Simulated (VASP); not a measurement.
**Ni: electric field gradients with PBE**

Ni:

```
CELL_PARAMETERS angstrom
0.00000 1.77966 1.77966
1.77966 0.00000 1.77966
1.77966 1.77966 0.00000
ATOMIC_POSITIONS crystal
Ni 0.00000 0.00000 0.00000
```

```json
{
 "Program": "VASP 6.6.1",
 "Task": "electric field gradients",
 "Functional": "PBE",
 "Potentials or basis": "VASP PAW PBE potentials, release 64 (Ni)",
 "Cutoff": "520 eV",
 "k mesh": "20 × 20 × 20",
 "Occupations": "fermi-dirac, width 0.05 eV",
 "Spin": "collinear spin, ferromagnetic start",
 "Starting moments": "[1.5] μB",
 "Dipole correction": "no",
 "Further INCAR settings": "ALGO = Normal; EDIFF = 1e-08; NBANDS = 15"
}
```

| Item | Value |
| --- | --- |
| Pressure | -6.2 GPa |
| Net moment | 0.63 μB per cell |
| Site moments | Ni +0.65 μB |
| Largest electric field gradient by atom | under 0.05 V/Å² on every atom |
| Valence electrons inside the program's atomic spheres | Ni 9.25 |

Levels at points of the mesh, in eV from the Fermi level:
Spin up:
```csv
k point,band 1,band 2,band 3,band 4,band 5,band 6,band 7,band 8,band 9,band 10
"(0.00, 0.00, 0.00)",-8.77,-2.35,-2.35,-2.35,-1.23,-1.23,23.42,27.01,27.01,27.01
"(0.50, 0.00, 0.00)",-4.65,-2.33,-2.33,-0.62,-0.62,-0.23,5.41,21.93,24.06,24.06
"(0.50, 0.50, 0.00)",-4.44,-4.02,-0.56,-0.50,-0.50,2.43,8.91,14.50,14.50,19.29
```
Spin down:
```csv
k point,band 1,band 2,band 3,band 4,band 5,band 6,band 7,band 8,band 9,band 10
"(0.00, 0.00, 0.00)",-8.80,-1.59,-1.59,-1.59,-0.64,-0.64,23.25,26.99,26.99,26.99
"(0.50, 0.00, 0.00)",-4.21,-1.70,-1.70,-0.29,0.15,0.15,5.84,21.78,24.14,24.14
"(0.50, 0.50, 0.00)",-4.09,-3.39,0.06,0.37,0.37,2.38,9.15,14.50,14.50,19.44
```

Run time: 96 s on 1 thread of Intel(R) Xeon(R) Platinum 8488C (Sapphire Rapids), on a shared host, peak memory 0.18 GiB.

Caveat: the cell stands under tension.
